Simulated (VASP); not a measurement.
AlGa3N4, 8 atoms in the cell. Symmetry: P-42m, No. 111, tetragonal system. Conventional cell: a = 4.691 Å, b = 4.691 Å, c = 4.468 Å, α = 90.00°, β = 90.00°, γ = 90.00°. Al (site symmetry -42m) has 4 N at 1.96 Å within 2.6 Å. Ga (site symmetry -42m) has 4 N at 2.02 Å within 2.7 Å. Within 2.7 Å of Ga (site symmetry 222) lie 4 N at 2.01 Å. N (site symmetry m) has 1 Al at 1.96 Å and 3 Ga at 2.01 to 2.02 Å within 2.6 Å.  This cell differs from its parent crystal: strain +0.050 along x and y, +0.000 along z.

| Item | Value |
| --- | --- |
| Program | VASP 6.6.1 |
| Task | single point |
| Functional | PBEsol |
| Potentials or basis | VASP PAW PBE potentials, release 64 (Al, Ga_d, N) |
| Cutoff | 520 eV |
| k mesh | 6 × 6 × 6 |
| Occupations | gaussian, width 0.05 eV |
| Spin | no spin polarisation |
| Dipole correction | no |
| Further INCAR settings | ALGO = Normal; EDIFF = 1e-06; NBANDS = 41 |

Potentials or basis: VASP PAW PBE potentials, release 64 (Al, Ga_d, N).

Command:

```sh
$ cat potpaw_PBE.64/Al/POTCAR potpaw_PBE.64/Ga_d/POTCAR potpaw_PBE.64/N/POTCAR > POTCAR
$ mpirun -np 1 vasp_std > vasp.out
```

Hardware: 1 thread of Intel Xeon 8259CL, on a shared host.

Task: Estimate the wall time of this run.

Result: Wall time 4.6 min on 1 thread of Intel Xeon 8259CL, on a shared host, peak memory 0.28 GiB. Counts: scf iterations 15, k points 40.
